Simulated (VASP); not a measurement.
# BiB (zincblende type) (F-43m) in VASP: notebook, part 2 of 3

VASP 6.6.1.

**3. Electric field gradients, PBE (volume scaled by 0.98)**

The input, INCAR:

```
  ALGO = Normal
  EDIFF = 1E-8
  ENCUT = 520
  GGA = PE
  ISIF = 2
  ISMEAR = -1
  LASPH = T
  LCHARG = F
  LEFG = T
  LREAL = F
  LWAVE = F
  NBANDS = 16
  NELM = 100
  PREC = Accurate
  SIGMA = 0.05
```

The input, KPOINTS:

```
k-points
0
Gamma
  11 11 11
```

The input, POSCAR:

```
BiB
1.0
    0.0000000000      2.7434504157      2.7434504157
    2.7434504157      0.0000000000      2.7434504157
    2.7434504157      2.7434504157      0.0000000000
B Bi
1 1
Direct
    0.0000000000      0.0000000000      0.0000000000
    0.2500000000      0.2500000000      0.2500000000
```

Potentials or basis: VASP PAW PBE potentials, release 64 (B, Bi_d).

The run is started by

```bash
$ cat potpaw_PBE.64/B/POTCAR potpaw_PBE.64/Bi_d/POTCAR > POTCAR
$ mpirun -np 1 vasp_std > vasp.out
```

OUTCAR:

```text
EDIFF = 1E-8
   ENCUT = 520
   GGA = PE
   ISIF = 2
   ISMEAR = -1
   LASPH = T
   LREAL = F
   NELM = 100
   PREC = Accurate

 ion  position               nearest neighbor table
   1  0.000  0.000  0.000-   2 2.38   2 2.38   2 2.38   2 2.38
   2  0.250  0.250  0.250-   1 2.38   1 2.38   1 2.38   1 2.38

  LATTYP: Found a face centered cubic cell.
 ALAT       =     5.4869008314

  Lattice vectors:

 A1 = (   0.0000000000,   2.7434504157,   2.7434504157)
 A2 = (   2.7434504157,   0.0000000000,   2.7434504157)
 A3 = (   2.7434504157,   2.7434504157,   0.0000000000)

Analysis of symmetry for initial positions (statically):
=====================================================================
 Subroutine PRICEL returns:
 Original cell was already a primitive cell.

 Routine SETGRP: Setting up the symmetry group for a
 face centered cubic supercell.

 Subroutine GETGRP returns: Found 24 space group operations
 (whereof 24 operations were pure point group operations)
 out of a pool of 48 trial point group operations.

The static configuration has the point symmetry T_d .

Analysis of symmetry for dynamics (positions and initial velocities):
=====================================================================
 Subroutine PRICEL returns:
 Original cell was already a primitive cell.

 Routine SETGRP: Setting up the symmetry group for a
 face centered cubic supercell.

 Subroutine GETGRP returns: Found 24 space group operations
 (whereof 24 operations were pure point group operations)
 out of a pool of 48 trial point group operations.

The dynamic configuration has the point symmetry T_d .

 Subroutine INISYM returns: Found 24 space group operations
 (whereof 24 operations are pure point group operations),
 and found     1 'primitive' translations

----------------------------------------------------------------------------------------

                                     Primitive cell

  volume of cell :      41.2973

  direct lattice vectors                    reciprocal lattice vectors
     0.000000000  2.743450416  2.743450416    -0.182252246  0.182252246  0.182252246
     2.743450416  0.000000000  2.743450416     0.182252246 -0.182252246  0.182252246
     2.743450416  2.743450416  0.000000000     0.182252246  0.182252246 -0.182252246

  length of vectors
     3.879824786  3.879824786  3.879824786     0.315670150  0.315670150  0.315670150

  position of ions in fractional coordinates (direct lattice)
     0.000000000  0.000000000  0.000000000
     0.250000000  0.250000000  0.250000000

  ion indices of the primitive-cell ions
   primitive index   ion index
                 1           1
                 2           2

----------------------------------------------------------------------------------------

 KPOINTS: k-points

Automatic generation of k-mesh.
 Grid dimensions read from file:
 generate k-points for:   11   11   11
[... 70 lines left out ...]
   ISIF   =      2    stress and relaxation
   ISYM   =      2    0-nonsym 1-usesym 2-fastsym
   POTIM  = 0.5000    time-step for ionic-motion
   TEBEG  =    0.0;   TEEND  =   0.0 temperature during run
   PSTRESS=    0.0 pullay stress
   NELECT =      18.0000    total number of electrons
   NUPDOWN=      -1.0000    fix difference up-down
   EMIN   =  10.00;   EMAX   =-10.00  energy-range for DOS
   EFERMI =   0.00;   METHOD = LEGACY
   ISMEAR =    -1;   SIGMA  =   0.05  broadening in eV -4-tet -1-fermi 0-gaus
   EFERMI_NEDOS =   21; number of points for ismear=-14 and -15
   IALGO  =     38    algorithm
   IMIX   =      4    mixing-type and parameters
     AMIX     =   0.40;   BMIX     =  1.00
     AMIX_MAG =   1.60;   BMIX_MAG =  1.00
  volume/ion in A,a.u.               =      20.65       139.34
  Fermi-wavevector in a.u.,A,eV,Ry     =   1.241248  2.345619 20.962449  1.540697
  Thomas-Fermi vector in A             =   2.375654
   LORBIT       =      0    0 simple, 1 ext, 2 COOP (PROOUT), +10 PAW based schemes
   GGA     = PE    functional components
   LHFCALC =     F    Hartree Fock is set to
   AEXX    =    0.0000 exact exchange contribution
   IVDW    =     0    specifies the selected vdW correction
   LEPSILON=     F    determine dielectric tensor
   LRPA    =     F    only Hartree local field effects (RPA)
 non-spin polarized calculation
  energy-cutoff  :      520.00
  volume of cell :       41.30
 maximum number of plane-waves:      1139
 NGX is ok and might be reduce to    30
   NGX = 15   NGY = 15   NGZ = 15

 number of electron      17.9999997 magnetization

 Free energy of the ion-electron system (eV)
  ---------------------------------------------------
  ext. energy  EPLUGINS =         0.00000000
  ---------------------------------------------------
  free energy    TOTEN  =        -8.99555398 eV

  energy without entropy =       -8.99546684  energy(sigma->0) =       -8.99551041

 E-fermi :   7.3134     XC(G=0): -10.0336

 val. band max:        7.1492051159   @ k =   0.0000   0.0000   0.0000
 cond. band min:       7.4395930802   @ k =   0.0000   0.0000   0.0000
 fundamental gap:      0.2903879643
 Fermi energy:         7.3134124078

 k-point     1 :       0.0000    0.0000    0.0000
  band No.  band energies     occupation
      1     -15.9818      2.00000
      2     -15.9818      2.00000
      3     -15.9818      2.00000
      4     -15.8979      2.00000
      5     -15.8979      2.00000
      6      -6.9950      2.00000
[... 433 lines left out ...]
      3     -15.9558      2.00000
      4     -15.9015      2.00000
      5     -15.8863      2.00000
      6      -5.9172      2.00000
[... 8 lines left out ...]
     15      16.7710      0.00000
     16      17.1254      0.00000

 [... further k-points ...]

------------------------ aborting loop because EDIFF is reached ----------------------------------------

  FORCE on cell =-STRESS in cart. coord.  units (eV):
  Direction    XX          YY          ZZ          XY          YZ          ZX
  --------------------------------------------------------------------------------------
  -------------------------------------------------------------------------------------
  Total        0.3699450      0.3699450      0.3699450     -0.0000000      0.0000000     -0.0000000
  in kB       14.3524608     14.3524608     14.3524608     -0.0000000      0.0000000     -0.0000000
  external PRESSURE =      14.3524608 kB  Pullay stress =       0.0000000 kB

 VOLUME and BASIS-vectors are now :
 -----------------------------------------------------------------------------
  energy-cutoff  :      520.00
  volume of cell :       41.30
      direct lattice vectors                 reciprocal lattice vectors
     0.000000000  2.743450416  2.743450416    -0.182252246  0.182252246  0.182252246
     2.743450416  0.000000000  2.743450416     0.182252246 -0.182252246  0.182252246
     2.743450416  2.743450416  0.000000000     0.182252246  0.182252246 -0.182252246

 POSITION                                       TOTAL-FORCE (eV/Angst)
 -----------------------------------------------------------------------------------
      0.00000      0.00000      0.00000         0.000000     -0.000000     -0.000000
      1.37173      1.37173      1.37173        -0.000000      0.000000      0.000000
 -----------------------------------------------------------------------------------
    total drift:                                0.000000      0.000000      0.000000

  FREE ENERGIE OF THE ION-ELECTRON SYSTEM (eV)
  ---------------------------------------------------
  free  energy   TOTEN  =        -8.9955539832 eV

  energy  without entropy=       -8.9954668350  energy(sigma->0) =       -8.99551041

 Electric field gradients (V/A^2)
---------------------------------------------------------------------
 ion       V_xx      V_yy      V_zz      V_xy      V_xz      V_yz
---------------------------------------------------------------------
   1       0.000    -0.000    -0.000     0.000     0.000     0.000
   2       0.000    -0.000     0.000     0.002     0.002     0.002
---------------------------------------------------------------------

 Electric field gradients after diagonalization (V/A^2)
 (convention: |V_zz| > |V_xx| > |V_yy|)
----------------------------------------------------------------------
 ion       V_xx      V_yy      V_zz     asymmetry (V_yy - V_xx)/ V_zz
----------------------------------------------------------------------
   1      -0.000    -0.000     0.000       0.000
   2      -0.002    -0.002     0.003       0.000
----------------------------------------------------------------------

           NMR quadrupolar parameters

 Cq : quadrupolar parameter    Cq=e*Q*V_zz/h
 eta: asymmetry parameters     (V_yy - V_xx)/ V_zz
 Q  : nuclear electric quadrupole moment in mb (millibarn)
----------------------------------------------------------------------
 ion       Cq(MHz)       eta       Q (mb)
----------------------------------------------------------------------
   1       0.000       0.000       1.000
   2       0.000       0.000       1.000
----------------------------------------------------------------------
```

OSZICAR:

```text
N       E                     dE             d eps       ncg     rms          rms(c)
DAV:   1     0.131539846321E+03    0.13154E+03   -0.98148E+03  1792   0.133E+03
DAV:   2    -0.117882513272E+01   -0.13272E+03   -0.12828E+03  1976   0.340E+02
DAV:   3    -0.951474977800E+01   -0.83359E+01   -0.82978E+01  2320   0.834E+01
DAV:   4    -0.970627842609E+01   -0.19153E+00   -0.19150E+00  2328   0.138E+01
DAV:   5    -0.971201509355E+01   -0.57367E-02   -0.57366E-02  2496   0.208E+00    0.383E+00
DAV:   6    -0.901573411000E+01    0.69628E+00   -0.14152E+00  2392   0.826E+00    0.141E+00
DAV:   7    -0.899705835660E+01    0.18676E-01   -0.18037E-01  2064   0.209E+00    0.738E-01
DAV:   8    -0.899555744678E+01    0.15009E-02   -0.20663E-02  2512   0.142E+00    0.107E-01
DAV:   9    -0.899541262569E+01    0.14482E-03   -0.25772E-03  2360   0.564E-01    0.520E-02
DAV:  10    -0.899552180547E+01   -0.10918E-03   -0.32124E-04  2168   0.158E-01    0.252E-02
DAV:  11    -0.899555444928E+01   -0.32644E-04   -0.73967E-05  2160   0.863E-02    0.777E-03
DAV:  12    -0.899555360700E+01    0.84228E-06   -0.49229E-06  2336   0.181E-02    0.272E-03
DAV:  13    -0.899555400110E+01   -0.39410E-06   -0.10089E-06  2152   0.690E-03    0.529E-04
DAV:  14    -0.899555398805E+01    0.13055E-07   -0.26131E-08  2344   0.107E-03    0.276E-04
DAV:  15    -0.899555398323E+01    0.48219E-08   -0.38749E-09  1640   0.469E-04
   1 F= -.89955540E+01 E0= -.89955104E+01  d E =-.871482E-04
```

It used 66 s of CPU time on 1 thread of AMD EPYC 7R13 Processor (Zen 3), with other jobs on the host.

What came out:

| Item | Value |
| --- | --- |
| Free energy | -8.9956 eV |
| Pressure | 1.4 GPa |
| Band gap on the k mesh | 0.29 eV, direct |

Caveat: the cell differs from its parent crystal (volume scaled by 0.98); without QUAD_EFG the Cq values of the log hold for a quadrupole moment of 1 mb, not for the nuclei; spin-orbit coupling is left out, which moves the levels of the heavy elements. A k mesh can miss the band edges.

**4. Electric field gradients, PBE**

This run uses another cell than the first one, of 21.07 Å³/atom, 1.063 times its volume.

The input, INCAR:

```
PREC     = Accurate       # precision mode
ENCUT    = 520            # plane-wave cutoff, eV
EDIFF    = 1E-8           # SCF threshold, eV
ISMEAR   = -1             # smearing method
SIGMA    = 0.05           # smearing width, eV
LREAL    = False          # projectors in reciprocal space
LASPH    = True           # aspherical terms in the spheres
NELM     = 80             # most SCF steps
ALGO     = Normal         # electronic algorithm
ISIF     = 2              # what is computed and relaxed
LWAVE    = False          # write WAVECAR
LCHARG   = False          # write CHGCAR
GGA      = PE             # functional
LEFG     = True         
NBANDS   = 16             # bands
```

The input, KPOINTS:

```
Automatic mesh
0
Gamma
  11 11 11
```

The input, POSCAR:

```
BiB
1.0
    0.0000000000      2.7619878051      2.7619878051
    2.7619878051      0.0000000000      2.7619878051
    2.7619878051      2.7619878051      0.0000000000
B Bi
1 1
Direct
    0.0000000000      0.0000000000      0.0000000000
    0.2500000000      0.2500000000      0.2500000000
```

Potentials or basis: VASP PAW PBE potentials, release 64 (B, Bi_d).

The run is started by

```bash
$ cat potpaw_PBE.64/B/POTCAR potpaw_PBE.64/Bi_d/POTCAR > POTCAR
$ mpirun -np 1 vasp_std > vasp.out
```

OUTCAR:

```text
PREC = Accurate
   ENCUT = 520
   EDIFF = 1E-8
   ISMEAR = -1
   LREAL = False
   LASPH = True
   NELM = 80
   ISIF = 2
   GGA = PE

 ion  position               nearest neighbor table
   1  0.000  0.000  0.000-   2 2.39   2 2.39   2 2.39   2 2.39
   2  0.250  0.250  0.250-   1 2.39   1 2.39   1 2.39   1 2.39

  LATTYP: Found a face centered cubic cell.
 ALAT       =     5.5239756102

  Lattice vectors:

 A1 = (   0.0000000000,   2.7619878051,   2.7619878051)
 A2 = (   2.7619878051,   0.0000000000,   2.7619878051)
 A3 = (   2.7619878051,   2.7619878051,   0.0000000000)

Analysis of symmetry for initial positions (statically):
=====================================================================
 Subroutine PRICEL returns:
 Original cell was already a primitive cell.

 Routine SETGRP: Setting up the symmetry group for a
 face centered cubic supercell.

 Subroutine GETGRP returns: Found 24 space group operations
[... 643 lines left out ...]
  volume of cell :       42.14
      direct lattice vectors                 reciprocal lattice vectors
     0.000000000  2.761987805  2.761987805    -0.181029040  0.181029040  0.181029040
     2.761987805  0.000000000  2.761987805     0.181029040 -0.181029040  0.181029040
     2.761987805  2.761987805  0.000000000     0.181029040  0.181029040 -0.181029040

 POSITION                                       TOTAL-FORCE (eV/Angst)
 -----------------------------------------------------------------------------------
      0.00000      0.00000      0.00000        -0.000000     -0.000000      0.000000
      1.38099      1.38099      1.38099         0.000000      0.000000     -0.000000
 -----------------------------------------------------------------------------------
    total drift:                                0.000000      0.000000      0.000000

  FREE ENERGIE OF THE ION-ELECTRON SYSTEM (eV)
  ---------------------------------------------------
  free  energy   TOTEN  =        -8.9994094880 eV

  energy  without entropy=       -8.9992258123  energy(sigma->0) =       -8.99931765

 Electric field gradients (V/A^2)
---------------------------------------------------------------------
 ion       V_xx      V_yy      V_zz      V_xy      V_xz      V_yz
---------------------------------------------------------------------
   1      -0.000    -0.000    -0.000     0.000     0.000     0.000
   2      -0.000     0.000    -0.000     0.002     0.002     0.002
---------------------------------------------------------------------

 Electric field gradients after diagonalization (V/A^2)
 (convention: |V_zz| > |V_xx| > |V_yy|)
----------------------------------------------------------------------
 ion       V_xx      V_yy      V_zz     asymmetry (V_yy - V_xx)/ V_zz
----------------------------------------------------------------------
   1      -0.000    -0.000     0.000       0.000
   2      -0.002    -0.002     0.003       0.000
----------------------------------------------------------------------

           NMR quadrupolar parameters

 Cq : quadrupolar parameter    Cq=e*Q*V_zz/h
 eta: asymmetry parameters     (V_yy - V_xx)/ V_zz
 Q  : nuclear electric quadrupole moment in mb (millibarn)
----------------------------------------------------------------------
 ion       Cq(MHz)       eta       Q (mb)
----------------------------------------------------------------------
   1       0.000       0.000       1.000
   2       0.000       0.000       1.000
----------------------------------------------------------------------
```

stdout:

```text
POSCAR found type information on POSCAR B Bi
 POSCAR found :  2 types and       2 ions
 scaLAPACK will be used
 LDA part: xc-table for (Slater+PW92), standard interpolation
 POSCAR, INCAR and KPOINTS ok, starting setup
 FFT: planning ... GRIDC
 FFT: planning ... GRID_SOFT
 FFT: planning ... GRID
 WAVECAR not read
 entering main loop
ion   1

ion   2
```

It used 62 s of CPU time on 1 thread of AMD EPYC 7R13 Processor (Zen 3), on a shared host.

Results:

- Free energy: -8.9994 eV
- Pressure: -0.1 GPa
- Band gap on the k mesh: 0.14 eV, direct

Caveat: without QUAD_EFG the Cq values of the log hold for a quadrupole moment of 1 mb, not for the nuclei; spin-orbit coupling is left out, which moves the levels of the heavy elements. A k mesh can miss the band edges.

[end of part 2 of 3]
